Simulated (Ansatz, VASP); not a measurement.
## PbO in VASP and in Ansatz

```
Pb O
1.0
     3.97440    0.00000    0.00000
     0.00000    3.97440    0.00000
     0.00000    0.00000    5.09733
Pb O
2 2
Direct
  0.00000 0.50000 0.23510
  0.50000 0.00000 0.76490
  0.00000 0.00000 0.00000
  0.50000 0.50000 0.00000
```

Change from the starting cell: strain +0.000 along x and y, +0.015 along z, atoms carried along.

Alike in both runs: task single point; functional PBEsol; k mesh 8 × 8 × 6; occupations gaussian, width 0.05 eV; no spin polarisation.

```csv
,VASP,Ansatz
version,VASP 6.6.1,Ansatz 0.2.0
potentials or method,"VASP PAW PBE potentials, release 64 (Pb_d, O), cutoff 520 eV","scalar-relativistic, plane waves, PAW"
valence electrons in the cell,40,40
```

|  | VASP | Ansatz | Ansatz less VASP |
| --- | --- | --- | --- |
| gap on the k mesh at the Fermi level (eV) | 1.18 | 1.17 | -0.006 |
| least direct gap on the mesh (eV) | 2.18 | 2.18 | -0.002 |
| pressure (GPa) | -0.1 | -0.2 | -0.09 |
| traceless stress, the component that is largest in VASP (GPa) | -0.40 | -0.39 | +0.011 |
| rms of the force components (eV/Å) | 0.041 | 0.059 | +0.0179 |

VASP's potentials were made for PBE, not for PBEsol. Atom by atom the forces differ by 0.018 eV/Å (rms over components).

Spin-orbit coupling is off throughout.
